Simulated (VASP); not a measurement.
# Cu (I4/mmm) in VASP: notebook

Cu is run at these levels: LDA; tasks: single point.

All numbers are computed with VASP 6.6.1; they aren't measurements. Logs are shortened: lines on timing, memory, paths and dates and some standing lists are left out, and cuts for length are marked.

## Step 1: The cell of the first run

The structure is tetragonal, space group I4/mmm (No. 139). The conventional cell has a = 2.886 Å, b = 2.886 Å, c = 2.752 Å, α = 90.00°, β = 90.00°, γ = 90.00°. Within 3.2 Å of Cu (site symmetry 4/mmm) lie 14 Cu at 2.46 to 2.89 Å.

## Step 2: Single point, LDA

Input file INCAR:

```
SYSTEM = Cu
ALGO = Normal ; EDIFF = 1E-6
ENCUT = 600 ; GGA = CA
GGA_COMPAT = .False. ; ISIF = 2
ISMEAR = 1 ; LASPH = .True.
LCHARG = .True. ; LELF = .True.
LREAL = .False. ; LVHAR = .True.
LWAVE = .False. ; NBANDS = 12
NELM = 120 ; PREC = Accurate
SIGMA = 0.2
```

Input file KPOINTS:

```
k-points
0
Gamma
  15 15 15
  0 0 0
```

Input file POSCAR:

```
Cu
1.0
   -1.4427933200      1.4427933200      1.3760814500
    1.4427933200     -1.4427933200      1.3760814500
    1.4427933200      1.4427933200     -1.3760814500
Cu
1
Direct
    0.0000000000      0.0000000000      0.0000000000
```

Potentials or basis: VASP PAW LDA potentials, release 64 (Cu).

Launch:

```bash
cat potpaw_LDA.64/Cu/POTCAR > POTCAR
mpirun -np 1 vasp_std > vasp.out
```

OUTCAR:

```text
SYSTEM = Cu
   EDIFF = 1E-6
   ENCUT = 600
   GGA = CA
   ISIF = 2
   ISMEAR = 1
   LASPH = .True.
   LREAL = .False.
   NELM = 120
   PREC = Accurate

 ion  position               nearest neighbor table
   1  0.000  0.000  0.000-

  LATTYP: Found a body centered tetragonal cell.
 ALAT       =     2.8855866400
 C/A-ratio  =     0.9537620052

  Lattice vectors:

 A1 = (  -1.4427933200,   1.4427933200,   1.3760814500)
 A2 = (   1.4427933200,  -1.4427933200,   1.3760814500)
 A3 = (   1.4427933200,   1.4427933200,  -1.3760814500)

Analysis of symmetry for initial positions (statically):
=====================================================================
 Subroutine PRICEL returns:
 Original cell was already a primitive cell.

 Routine SETGRP: Setting up the symmetry group for a
 body centered tetragonal supercell.

 Subroutine GETGRP returns: Found 16 space group operations
 (whereof 16 operations were pure point group operations)
 out of a pool of 16 trial point group operations.

The static configuration has the point symmetry D_4h.

Analysis of symmetry for dynamics (positions and initial velocities):
=====================================================================
 Subroutine PRICEL returns:
 Original cell was already a primitive cell.

 Routine SETGRP: Setting up the symmetry group for a
 body centered tetragonal supercell.

 Subroutine GETGRP returns: Found 16 space group operations
 (whereof 16 operations were pure point group operations)
 out of a pool of 16 trial point group operations.

The dynamic configuration has the point symmetry D_4h.

 Subroutine INISYM returns: Found 16 space group operations
 (whereof 16 operations are pure point group operations),
 and found     1 'primitive' translations

----------------------------------------------------------------------------------------

                                     Primitive cell

  volume of cell :      11.4581

  direct lattice vectors                    reciprocal lattice vectors
    -1.442793320  1.442793320  1.376081450     0.000000000  0.346549983  0.363350585
     1.442793320 -1.442793320  1.376081450     0.346549983  0.000000000  0.363350585
     1.442793320  1.442793320 -1.376081450     0.346549983  0.346549983  0.000000000

  length of vectors
     2.461078074  2.461078074  2.461078074     0.502116060  0.502116060  0.490095685

  position of ions in fractional coordinates (direct lattice)
     0.000000000  0.000000000  0.000000000

  ion indices of the primitive-cell ions
   primitive index   ion index
                 1           1

----------------------------------------------------------------------------------------

 KPOINTS: k-points

Automatic generation of k-mesh.
 Grid dimensions read from file:
 generate k-points for:   15   15   15

 Generating k-lattice:

  Cartesian coordinates                     Fractional coordinates (reciprocal lattice)
     0.000000000  0.023103332  0.024223372     0.066666667 -0.000000000  0.000000000
     0.023103332  0.000000000  0.024223372    -0.000000000  0.066666667  0.000000000
     0.023103332  0.023103332  0.000000000     0.000000000  0.000000000  0.066666667

  Length of vectors
     0.033474404  0.033474404  0.032673046

  Shift w.r.t. Gamma in fractional coordinates (k-lattice)
     0.000000000  0.000000000  0.000000000

 Subroutine IBZKPT returns following result:
 ===========================================

 Found    288 irreducible k-points:

 Following reciprocal coordinates:
            Coordinates               Weight
  0.000000  0.000000  0.000000      1.000000
  0.066667  0.000000 -0.000000      8.000000
  0.133333  0.000000 -0.000000      8.000000
  0.200000 -0.000000  0.000000      8.000000
  0.266667  0.000000 -0.000000      8.000000
  0.333333  0.000000 -0.000000      8.000000
[... 16 lines left out ...]
  0.133333  0.133333 -0.000000      8.000000
  0.200000  0.133333 -0.000000     16.000000
 [... further k-points ...]
   k-points           NKPTS =    288   k-points in BZ     NKDIM =    288   number of bands    NBANDS=     12
   number of dos      NEDOS =    301   number of ions     NIONS =      1
   total plane-waves  NPLWV =   8000
   dimension x,y,z NGX =    20 NGY =   20 NGZ =   20
   dimension x,y,z NGXF=    40 NGYF=   40 NGZF=   40
   ions per type =               1
   NGX,Y,Z   is equivalent  to a cutoff of  13.51, 13.51, 13.51 a.u.
   NGXF,Y,Z  is equivalent  to a cutoff of  27.02, 27.02, 27.02 a.u.
 SYSTEM =  Cu
   PREC   = accura    normal or accurate (medium, high low for compatibility)
   ISTART =      0    job   : 0-new  1-cont  2-samecut
   ICHARG =      2    charge: 1-file 2-atom 10-const
   ISPIN  =      1    spin polarized calculation?
   LNONCOLLINEAR =      F non collinear calculations
   LSORBIT =      F    spin-orbit coupling
   LASPH  =      T    aspherical Exc in radial PAW
   ENCUT  =  600.0 eV  44.10 Ry    6.64 a.u.   4.92  4.92  4.92*2*pi/ulx,y,z
   NELM   =    120;   NELMIN=  2; NELMDL= -5     # of ELM steps
   EDIFF  = 0.1E-05   stopping-criterion for ELM
   LREAL  =      F    real-space projection
   EDIFFG = 0.1E-04   stopping-criterion for IOM
   NSW    =      0    number of steps for IOM
   IBRION =     -1    ionic relax: 0-MD 1-quasi-New 2-CG
   NFREE  =      0    steps in history (QN), initial steepest desc. (CG)
   ISIF   =      2    stress and relaxation
   ISYM   =      2    0-nonsym 1-usesym 2-fastsym
   POTIM  = 0.5000    time-step for ionic-motion
   TEBEG  =    0.0;   TEEND  =   0.0 temperature during run
   PSTRESS=    0.0 pullay stress
   NELECT =      11.0000    total number of electrons
   NUPDOWN=      -1.0000    fix difference up-down
   EMIN   =  10.00;   EMAX   =-10.00  energy-range for DOS
   EFERMI =   0.00;   METHOD = LEGACY
   ISMEAR =     1;   SIGMA  =   0.20  broadening in eV -4-tet -1-fermi 0-gaus
   EFERMI_NEDOS =   21; number of points for ismear=-14 and -15
   IALGO  =     38    algorithm
   IMIX   =      4    mixing-type and parameters
     AMIX     =   0.40;   BMIX     =  1.00
     AMIX_MAG =   1.60;   BMIX_MAG =  1.00
  volume/ion in A,a.u.               =      11.46        77.32
  Fermi-wavevector in a.u.,A,eV,Ry     =   1.614984  3.051878 35.486359  2.608174
  Thomas-Fermi vector in A             =   2.709805
   LORBIT       =      0    0 simple, 1 ext, 2 COOP (PROOUT), +10 PAW based schemes
   GGA     = CA    functional components
   LHFCALC =     F    Hartree Fock is set to
   AEXX    =    0.0000 exact exchange contribution
   IVDW    =     0    specifies the selected vdW correction
   LEPSILON=     F    determine dielectric tensor
   LRPA    =     F    only Hartree local field effects (RPA)
 non-spin polarized calculation
 Methfessel and Paxton  Order N= 1 SIGMA  =   0.20
  energy-cutoff  :      600.00
  volume of cell :       11.46
 maximum number of plane-waves:       402
   NGX =  9   NGY =  9   NGZ =  9

 number of electron      11.0000000 magnetization

 Free energy of the ion-electron system (eV)
  ---------------------------------------------------
  ext. energy  EPLUGINS =         0.00000000
  ---------------------------------------------------
  free energy    TOTEN  =        -4.66191866 eV

  energy without entropy =       -4.66144513  energy(sigma->0) =       -4.66176082

 E-fermi :   7.6641     XC(G=0): -13.2810

 val. band max:        7.6532585755   @ k =  -0.3333   0.4000   0.2000
 cond. band min:       7.6837223019   @ k =  -0.2000   0.4667   0.0667
 fundamental gap:      0.0304637264
 Fermi energy:         7.6641087182

 k-point     1 :       0.0000    0.0000    0.0000
  band No.  band energies     occupation
      1      -1.8510      2.00000
      2       4.3563      2.00000
      3       4.5543      2.00000
      4       4.5543      2.00000
      5       5.4435      2.00000
      6       5.6545      2.00000
      7      32.6565      0.00000
      8      32.6565      0.00000
      9      33.9125      0.00000
     10      36.4428      0.00000
     11      36.4428      0.00000
     12      36.7366      0.00000

 k-point     2 :       0.0667    0.0000   -0.0000
  band No.  band energies     occupation
      1      -1.6730      2.00000
      2       4.3644      2.00000
      3       4.5498      2.00000
      4       4.5801      2.00000
      5       5.4437      2.00000
      6       5.6287      2.00000
      7      31.5165      0.00000
      8      32.1858      0.00000
      9      32.6274      0.00000
     10      34.5917      0.00000
     11      35.1076      0.00000
     12      35.7907      0.00000

 k-point     3 :       0.1333    0.0000   -0.0000
  band No.  band energies     occupation
      1      -1.1484      2.00000
      2       4.3036      2.00000
      3       4.5257      2.00000
      4       4.7418      2.00000
      5       5.4417      2.00000
      6       5.5805      2.00000
      7      28.2241      0.00000
      8      30.8198      0.00000
      9      31.1834      0.00000
     10      32.4990      0.00000
     11      34.0057      0.00000
     12      35.9708      0.00000
[... 286 lines left out ...]
 k-point    23 :       0.1333    0.1333   -0.0000
  band No.  band energies     occupation
      1       0.1980      2.00000
      2       4.1644      2.00000
      3       4.3014      2.00000
      4       5.2829      2.00000
      5       5.3972      2.00000
      6       5.6323      2.00000
      7      24.4769      0.00000
      8      25.0890      0.00000
      9      28.3182      0.00000
     10      32.7086      0.00000
     11      34.8131      0.00000
     12      36.2602      0.00000

 k-point    24 :       0.2000    0.1333   -0.0000
  band No.  band energies     occupation
      1       1.2140      2.00000
      2       4.0410      2.00000
      3       4.2104      2.00000
      4       5.3693      2.00000
      5       5.6869      2.00000
      6       5.7841      2.00000
      7      21.2232      0.00000
      8      23.3875      0.00000
      9      26.9940      0.00000
     10      32.2733      0.00000
     11      35.1357      0.00000
     12      36.8948      0.00000

 [... further k-points ...]
[... 5 lines left out ...]
  --------------------------------------------------------------------------------------
  -------------------------------------------------------------------------------------
  Total       -0.4816723     -0.4816723     -0.5211871      0.0000000      0.0000000     -0.0000000
  in kB      -67.3518988    -67.3518988    -72.8772285      0.0000000      0.0000000     -0.0000000
  external PRESSURE =     -69.1936753 kB  Pullay stress =       0.0000000 kB

 VOLUME and BASIS-vectors are now :
 -----------------------------------------------------------------------------
  energy-cutoff  :      600.00
  volume of cell :       11.46
      direct lattice vectors                 reciprocal lattice vectors
    -1.442793320  1.442793320  1.376081450     0.000000000  0.346549983  0.363350585
     1.442793320 -1.442793320  1.376081450     0.346549983  0.000000000  0.363350585
     1.442793320  1.442793320 -1.376081450     0.346549983  0.346549983  0.000000000

 POSITION                                       TOTAL-FORCE (eV/Angst)
 -----------------------------------------------------------------------------------
      0.00000      0.00000      0.00000         0.000000     -0.000000      0.000000
 -----------------------------------------------------------------------------------
    total drift:                                0.000000      0.000000      0.000000

  FREE ENERGIE OF THE ION-ELECTRON SYSTEM (eV)
  ---------------------------------------------------
  free  energy   TOTEN  =        -4.6619186590 eV

  energy  without entropy=       -4.6614451281  energy(sigma->0) =       -4.66176082
```

It took 19 s on 1 thread of Intel Xeon 6975P-C (Granite Rapids), shared host; peak memory 0.15 GiB.

Results:

```
Free energy            : -4.6619 eV
Pressure               : -6.9 GPa
Band gap on the k mesh : zero (an odd number of electrons rules out a gap without spin polarisation)
```

Levels at points of the mesh, in eV from the Fermi level:
| k point | band 4 | band 5 | band 6 | band 7 | band 8 | band 9 |
| --- | --- | --- | --- | --- | --- | --- |
| (0.00, 0.00, 0.00) | -3.11 | -2.22 | -2.01 | 24.99 | 24.99 | 26.25 |

Caveat: the cell stands under tension.

## Step 3: Single point, LDA

Input file INCAR:

```
  PREC = Accurate
  ENCUT = 600
  EDIFF = 1E-6
  ISMEAR = 1
  SIGMA = 0.1
  LREAL = F
  LASPH = T
  NELM = 120
  ALGO = Normal
  ISIF = 2
  LWAVE = F
  LCHARG = F
  GGA = CA
  NBANDS = 12
  GGA_COMPAT = F
```

Input file KPOINTS:

```
regular mesh
0
Gamma
  15 15 15
```

POSCAR is that of step 2.

Potentials or basis: VASP PAW LDA potentials, release 64 (Cu).

Launch:

```bash
cat potpaw_LDA.64/Cu/POTCAR > POTCAR
mpirun -np 1 vasp_std > vasp.out
```

Run time: 23 s. Hardware: 1 thread of Intel Xeon 6975P-C (Granite Rapids), shared host; peak memory 0.15 GiB.

The run converged. Its results:

```yaml
Free_energy: -4.6616 eV
Pressure: -6.9 GPa
Band_gap_on_the_k_mesh: zero (an odd number of electrons rules out a gap without spin polarisation)
```

Stress tensor (GPa, compression positive):
```
-6.65  0.00  0.00
 0.00 -6.65  0.00
 0.00  0.00 -7.40
```

Levels at points of the mesh, in eV from the Fermi level:
| k point | band 4 | band 5 | band 6 | band 7 | band 8 | band 9 |
| --- | --- | --- | --- | --- | --- | --- |
| (0.00, 0.00, 0.00) | -3.12 | -2.23 | -2.02 | 24.98 | 24.98 | 26.24 |

Caveat: the cell stands under tension.
